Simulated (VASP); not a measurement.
Crystal: AlN.

```
Al N
1.0
     3.07093    0.00000    0.00000
    -1.53546    2.65950    0.00000
     0.00000    0.00000    4.91368
Al N
2 2
Cartesian
  1.5355 0.8865 2.4568
  0.0000 1.7730 0.0000
  1.5355 0.8865 4.3240
  0.0000 1.7730 1.8672
```

Base run:

- Program: VASP 6.6.1
- Functional: SVWN5
- Potentials or basis: VASP PAW PBE potentials, release 64 (Al, N)
- Cutoff: 520 eV
- k mesh: 10 × 10 × 6
- Occupations: fermi-dirac, width 0.05 eV
- Spin: no spin polarisation

Its results: band gap on the k mesh 4.60 eV, direct; pressure 4.8 GPa; largest force 0.152 eV/Å.

The run is repeated on the same cell with these changes: functional from SVWN5 to BLYP. What comes out?

Band gap on the k mesh 4.88 eV, direct; pressure 16.5 GPa; largest force 0.148 eV/Å.

BLYP binds less tightly than SVWN5, so the same cell stands under more pressure.

Caveats: the PAW data sets were made with another functional, which shifts forces and pressure a little.

A k mesh can miss the band edges.
